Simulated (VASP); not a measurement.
# NbCd3 (Pm-3m) in VASP: single point with LDA

Aim: the single point of NbCd3 with LDA.

Program: VASP 6.6.1. These are calculated values, not measurements. Logs are shortened: lines on timing, memory, paths and dates and some standing lists are left out, and cuts for length are marked.

### 1 The cell of the first run

The structure is cubic, space group Pm-3m (No. 221). Conventional cell: a = 4.215 Å, b = 4.215 Å, c = 4.215 Å, α = 90.00°, β = 90.00°, γ = 90.00°. Nb (site symmetry m-3m) has 12 Cd at 2.98 Å within 3.9 Å. Cd (site symmetry 4/mmm) has 4 Nb at 2.98 Å and 8 Cd at 2.98 Å within 3.9 Å.

### 2 Single point, LDA

Input file INCAR:

```
SYSTEM = NbCd3
PREC = Accurate
ENCUT = 520
EDIFF = 1E-7
ISMEAR = 1
SIGMA = 0.1
LREAL = .False.
LASPH = .True.
NELM = 60
ALGO = Normal
ISIF = 2
LWAVE = .False.
LCHARG = .False.
NBANDS = 32
```

Input file KPOINTS:

```
regular mesh
0
Gamma
  6 6 6
  0 0 0
```

Input file POSCAR:

```
NbCd3
1.0
    4.2150000000      0.0000000000      0.0000000000
    0.0000000000      4.2150000000      0.0000000000
    0.0000000000      0.0000000000      4.2150000000
Nb Cd
1 3
Direct
    0.0000000000      0.0000000000      0.0000000000
    0.0000000000      0.5000000000      0.5000000000
    0.5000000000      0.0000000000      0.5000000000
    0.5000000000      0.5000000000      0.0000000000
```

Potentials or basis: VASP PAW LDA potentials, release 64 (Nb_sv, Cd).

Command:

```sh
$ cat potpaw_LDA.64/Nb_sv/POTCAR potpaw_LDA.64/Cd/POTCAR > POTCAR
$ mpirun -np 1 vasp_std > vasp.out
```

OUTCAR:

```text
SYSTEM = NbCd3
   PREC = Accurate
   ENCUT = 520
   EDIFF = 1E-7
   ISMEAR = 1
   LREAL = .False.
   LASPH = .True.
   NELM = 60
   ISIF = 2

 ion  position               nearest neighbor table
   1  0.000  0.000  0.000-   2 2.98   3 2.98   4 2.98   2 2.98   3 2.98   2 2.98   4 2.98   2 2.98
                             3 2.98   4 2.98   3 2.98   4 2.98
   2  0.000  0.500  0.500-   1 2.98   3 2.98   4 2.98   1 2.98   4 2.98   1 2.98   3 2.98   1 2.98
                             3 2.98   4 2.98   4 2.98   3 2.98
   3  0.500  0.000  0.500-   1 2.98   2 2.98   4 2.98   1 2.98   4 2.98   2 2.98   4 2.98   4 2.98
                             1 2.98   2 2.98   1 2.98   2 2.98
   4  0.500  0.500  0.000-   1 2.98   2 2.98   3 2.98   2 2.98   3 2.98   1 2.98   3 2.98   3 2.98
                             1 2.98   2 2.98   2 2.98   1 2.98

  LATTYP: Found a simple cubic cell.
 ALAT       =     4.2150000000

  Lattice vectors:

 A1 = (   4.2150000000,   0.0000000000,   0.0000000000)
 A2 = (   0.0000000000,   4.2150000000,   0.0000000000)
 A3 = (   0.0000000000,   0.0000000000,   4.2150000000)

Analysis of symmetry for initial positions (statically):
=====================================================================
 Subroutine PRICEL returns:
 Original cell was already a primitive cell.

 Routine SETGRP: Setting up the symmetry group for a
 simple cubic supercell.

 Subroutine GETGRP returns: Found 48 space group operations
 (whereof 48 operations were pure point group operations)
 out of a pool of 48 trial point group operations.

The static configuration has the point symmetry O_h .

Analysis of symmetry for dynamics (positions and initial velocities):
=====================================================================
 Subroutine PRICEL returns:
 Original cell was already a primitive cell.

 Routine SETGRP: Setting up the symmetry group for a
 simple cubic supercell.

 Subroutine GETGRP returns: Found 48 space group operations
 (whereof 48 operations were pure point group operations)
 out of a pool of 48 trial point group operations.

The dynamic configuration has the point symmetry O_h .

 Subroutine INISYM returns: Found 48 space group operations
 (whereof 48 operations are pure point group operations),
 and found     1 'primitive' translations

----------------------------------------------------------------------------------------

                                     Primitive cell

  volume of cell :      74.8846

  direct lattice vectors                    reciprocal lattice vectors
     4.215000000  0.000000000  0.000000000     0.237247924  0.000000000  0.000000000
     0.000000000  4.215000000  0.000000000     0.000000000  0.237247924  0.000000000
     0.000000000  0.000000000  4.215000000     0.000000000  0.000000000  0.237247924

  length of vectors
     4.215000000  4.215000000  4.215000000     0.237247924  0.237247924  0.237247924

  position of ions in fractional coordinates (direct lattice)
     0.000000000  0.000000000  0.000000000
     0.000000000  0.500000000  0.500000000
     0.500000000  0.000000000  0.500000000
     0.500000000  0.500000000  0.000000000

  ion indices of the primitive-cell ions
   primitive index   ion index
                 1           1
                 2           2
                 3           3
                 4           4

----------------------------------------------------------------------------------------

 KPOINTS: regular mesh

Automatic generation of k-mesh.
 Grid dimensions read from file:
 generate k-points for:    6    6    6

 Generating k-lattice:

  Cartesian coordinates                     Fractional coordinates (reciprocal lattice)
     0.039541321  0.000000000  0.000000000     0.166666667  0.000000000  0.000000000
     0.000000000  0.039541321  0.000000000     0.000000000  0.166666667  0.000000000
     0.000000000  0.000000000  0.039541321     0.000000000  0.000000000  0.166666667

  Length of vectors
     0.039541321  0.039541321  0.039541321

  Shift w.r.t. Gamma in fractional coordinates (k-lattice)
     0.000000000  0.000000000  0.000000000

 Subroutine IBZKPT returns following result:
 ===========================================

 Found     20 irreducible k-points:

 Following reciprocal coordinates:
            Coordinates               Weight
  0.000000  0.000000  0.000000      1.000000
  0.166667  0.000000  0.000000      6.000000
  0.333333  0.000000  0.000000      6.000000
  0.500000  0.000000  0.000000      3.000000
  0.166667  0.166667  0.000000     12.000000
  0.333333  0.166667  0.000000     24.000000
[... 12 lines left out ...]
  0.500000  0.500000  0.333333      6.000000
  0.500000  0.500000  0.500000      1.000000
   k-points           NKPTS =     20   k-points in BZ     NKDIM =     20   number of bands    NBANDS=     32
   number of dos      NEDOS =    301   number of ions     NIONS =      4
   total plane-waves  NPLWV =  32768
   dimension x,y,z NGX =    32 NGY =   32 NGZ =   32
   dimension x,y,z NGXF=    64 NGYF=   64 NGZF=   64
   ions per type =               1   3
   NGX,Y,Z   is equivalent  to a cutoff of  12.62, 12.62, 12.62 a.u.
   NGXF,Y,Z  is equivalent  to a cutoff of  25.24, 25.24, 25.24 a.u.
 SYSTEM =  NbCd3
   PREC   = accura    normal or accurate (medium, high low for compatibility)
   ISTART =      0    job   : 0-new  1-cont  2-samecut
   ICHARG =      2    charge: 1-file 2-atom 10-const
   ISPIN  =      1    spin polarized calculation?
   LNONCOLLINEAR =      F non collinear calculations
   LSORBIT =      F    spin-orbit coupling
   LASPH  =      T    aspherical Exc in radial PAW
   ENCUT  =  520.0 eV  38.22 Ry    6.18 a.u.   7.84  7.84  7.84*2*pi/ulx,y,z
   NELM   =     60;   NELMIN=  2; NELMDL= -5     # of ELM steps
   EDIFF  = 0.1E-06   stopping-criterion for ELM
   LREAL  =      F    real-space projection
   EDIFFG = 0.1E-05   stopping-criterion for IOM
   NSW    =      0    number of steps for IOM
   IBRION =     -1    ionic relax: 0-MD 1-quasi-New 2-CG
   NFREE  =      0    steps in history (QN), initial steepest desc. (CG)
   ISIF   =      2    stress and relaxation
   ISYM   =      2    0-nonsym 1-usesym 2-fastsym
   POTIM  = 0.5000    time-step for ionic-motion
   TEBEG  =    0.0;   TEEND  =   0.0 temperature during run
   PSTRESS=    0.0 pullay stress
   NELECT =      49.0000    total number of electrons
   NUPDOWN=      -1.0000    fix difference up-down
   EMIN   =  10.00;   EMAX   =-10.00  energy-range for DOS
   EFERMI =   0.00;   METHOD = LEGACY
   ISMEAR =     1;   SIGMA  =   0.10  broadening in eV -4-tet -1-fermi 0-gaus
   EFERMI_NEDOS =   21; number of points for ismear=-14 and -15
   IALGO  =     38    algorithm
   IMIX   =      4    mixing-type and parameters
     AMIX     =   0.40;   BMIX     =  1.00
     AMIX_MAG =   1.60;   BMIX_MAG =  1.00
  volume/ion in A,a.u.               =      18.72       126.34
  Fermi-wavevector in a.u.,A,eV,Ry     =   1.421268  2.685807 27.483802  2.020002
  Thomas-Fermi vector in A             =   2.542096
   LORBIT       =      0    0 simple, 1 ext, 2 COOP (PROOUT), +10 PAW based schemes
   GGA     = CA    functional components
   LHFCALC =     F    Hartree Fock is set to
   AEXX    =    0.0000 exact exchange contribution
   IVDW    =     0    specifies the selected vdW correction
   LEPSILON=     F    determine dielectric tensor
   LRPA    =     F    only Hartree local field effects (RPA)
 non-spin polarized calculation
 Methfessel and Paxton  Order N= 1 SIGMA  =   0.10
  energy-cutoff  :      520.00
  volume of cell :       74.88
 maximum number of plane-waves:      2040
 NGX is ok and might be reduce to    32
   NGX = 15   NGY = 15   NGZ = 15

 number of electron      49.0000039 magnetization

 Free energy of the ion-electron system (eV)
  ---------------------------------------------------
  ext. energy  EPLUGINS =         0.00000000
  ---------------------------------------------------
  free energy    TOTEN  =       -15.46036389 eV

  energy without entropy =      -15.45673860  energy(sigma->0) =      -15.45915546

 E-fermi :   5.0892     XC(G=0): -12.2597

 val. band max:        5.0891552630   @ k =   0.3333   0.3333   0.0000
 cond. band min:       5.0961947670   @ k =   0.1667   0.1667   0.1667
 fundamental gap:      0.0070395040
 Fermi energy:         5.0892308823

 k-point     1 :       0.0000    0.0000    0.0000
  band No.  band energies     occupation
      1     -49.5218      2.00000
      2     -25.7461      2.00000
      3     -25.7461      2.00000
      4     -25.7461      2.00000
      5      -4.6512      2.00000
      6      -4.4141      2.00000
[... 24 lines left out ...]
     31      10.9232      0.00000
     32      12.6323      0.00000

 k-point     2 :       0.1667    0.0000    0.0000
  band No.  band energies     occupation
      1     -49.5216      2.00000
      2     -25.7521      2.00000
      3     -25.7464      2.00000
      4     -25.7464      2.00000
      5      -4.5495      2.00000
      6      -4.3754      2.00000
[... 24 lines left out ...]
     31      12.2699      0.00000
     32      12.7113      0.00000

 k-point     3 :       0.3333    0.0000    0.0000
  band No.  band energies     occupation
      1     -49.5212      2.00000
      2     -25.7640      2.00000
      3     -25.7470      2.00000
      4     -25.7470      2.00000
      5      -4.3056      2.00000
      6      -4.2858      2.00000
[... 24 lines left out ...]
     31      11.6836      0.00000
     32      11.6836      0.00000

 k-point     4 :       0.5000    0.0000    0.0000
  band No.  band energies     occupation
      1     -49.5210      2.00000
      2     -25.7700      2.00000
      3     -25.7473      2.00000
      4     -25.7473      2.00000
      5      -4.2317      2.00000
      6      -4.1429      2.00000
[... 514 lines left out ...]
     31      10.3407      0.00000
     32      11.0807      0.00000

 k-point    19 :       0.5000    0.5000    0.3333
  band No.  band energies     occupation
      1     -49.5201      2.00000
      2     -25.7626      2.00000
      3     -25.7626      2.00000
      4     -25.7582      2.00000
      5      -4.2133      2.00000
      6      -4.1992      2.00000
[... 24 lines left out ...]
     31       9.6577      0.00000
     32       9.7175      0.00000

 k-point    20 :       0.5000    0.5000    0.5000
  band No.  band energies     occupation
      1     -49.5201      2.00000
      2     -25.7615      2.00000
      3     -25.7615      2.00000
      4     -25.7615      2.00000
      5      -4.2994      2.00000
      6      -4.2787      2.00000
[... 24 lines left out ...]
     31       9.3586      0.00000
     32       9.3586      0.00000

------------------------ aborting loop because EDIFF is reached ----------------------------------------

  FORCE on cell =-STRESS in cart. coord.  units (eV):
  Direction    XX          YY          ZZ          XY          YZ          ZX
  --------------------------------------------------------------------------------------
  -------------------------------------------------------------------------------------
  Total       -0.7905419     -0.7905419     -0.7905419      0.0000000     -0.0000000     -0.0000000
  in kB      -16.9138607    -16.9138607    -16.9138607      0.0000000     -0.0000000     -0.0000000
  external PRESSURE =     -16.9138607 kB  Pullay stress =       0.0000000 kB

 VOLUME and BASIS-vectors are now :
 -----------------------------------------------------------------------------
  energy-cutoff  :      520.00
  volume of cell :       74.88
      direct lattice vectors                 reciprocal lattice vectors
     4.215000000  0.000000000  0.000000000     0.237247924  0.000000000  0.000000000
     0.000000000  4.215000000  0.000000000     0.000000000  0.237247924  0.000000000
     0.000000000  0.000000000  4.215000000     0.000000000  0.000000000  0.237247924

 POSITION                                       TOTAL-FORCE (eV/Angst)
 -----------------------------------------------------------------------------------
      0.00000      0.00000      0.00000         0.000000      0.000000      0.000000
      0.00000      2.10750      2.10750         0.000000      0.000000      0.000000
      2.10750      0.00000      2.10750         0.000000      0.000000      0.000000
      2.10750      2.10750      0.00000         0.000000      0.000000      0.000000
 -----------------------------------------------------------------------------------
    total drift:                                0.000000     -0.000000     -0.000000

  FREE ENERGIE OF THE ION-ELECTRON SYSTEM (eV)
  ---------------------------------------------------
  free  energy   TOTEN  =       -15.4603638921 eV

  energy  without entropy=      -15.4567386032  energy(sigma->0) =      -15.45915546
```

Wall time 12 s (1 thread of Intel Xeon 6975P-C (Granite Rapids), shared host); peak memory 0.17 GiB.

Results:

* Free energy: -15.4604 eV
* Pressure: -1.7 GPa

Levels at points of the mesh, in eV from the Fermi level:
```tsv
k point	band 22	band 23	band 24	band 25	band 26	band 27
(0.00, 0.00, 0.00)	-0.98	0.16	0.16	0.16	1.26	1.26
(0.50, 0.00, 0.00)	-0.94	-0.94	-0.84	0.99	1.18	3.15
(0.50, 0.50, 0.00)	-3.23	-3.21	-0.36	-0.36	1.09	1.80
(0.50, 0.50, 0.50)	-2.47	-2.43	-1.22	-1.22	-1.22	1.48
```
